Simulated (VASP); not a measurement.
Li3ZrN2: single point with PBE

Crystal: Li3ZrN2.

```
Li Zr N
1.0
     3.97308    0.00000    0.00000
    -1.98654    3.44079    0.00000
     0.00000    0.00000    6.06919
Li Zr N
3 1 2
Cartesian
  1.9865 0.0000 3.0346
  -0.9933 1.7204 3.0346
  0.9933 1.7204 3.0346
  0.0000 0.0000 0.0000
  0.0000 0.0000 4.0716
  0.0000 0.0000 1.9976
```

```
Program                : VASP 6.6.1
Task                   : single point
Functional             : PBE
Potentials or basis    : VASP PAW PBE potentials, release 64 (Li_sv, Zr_sv, N)
Cutoff                 : 750 eV
k mesh                 : 3 × 3 × 2
Occupations            : gaussian, width 0.15 eV
Spin                   : no spin polarisation
Dipole correction      : no
Further INCAR settings : ALGO = Normal; EDIFF = 1e-06; NBANDS = 24
```

| Quantity | Value |
| --- | --- |
| Pressure | 0.1 GPa |
| Largest force | 0.049 eV/Å |

Forces on the atoms (eV/Å):
```
Li   0.000  0.000  0.000
Li   0.000  0.000  0.000
Li   0.000  0.000  0.000
Zr   0.000  0.000  0.000
N    0.000  0.000 -0.049
N    0.000  0.000  0.049
```

Stress tensor (GPa, compression positive):
```
-0.29  0.00  0.00
 0.00 -0.29  0.00
 0.00  0.00  0.92
```

Levels at points of the mesh, in eV from the Fermi level:
| k point | band 11 | band 12 | band 13 | band 14 | band 15 | band 16 | band 17 | band 18 | band 19 | band 20 |
| --- | --- | --- | --- | --- | --- | --- | --- | --- | --- | --- |
| (0.00, 0.00, 0.00) | -3.95 | -3.95 | -3.20 | -2.63 | -2.63 | 0.43 | 0.43 | 0.68 | 0.95 | 1.36 |
| (0.00, 0.00, 0.50) | -4.40 | -3.42 | -3.26 | -1.62 | -1.62 | -1.33 | 0.42 | 0.42 | 0.69 | 0.70 |

Run time: 45 s on 1 thread of Intel Xeon 8259CL (shared host), peak memory 0.25 GiB.

Caveat: the k points lie up to 0.61 Å⁻¹ apart.
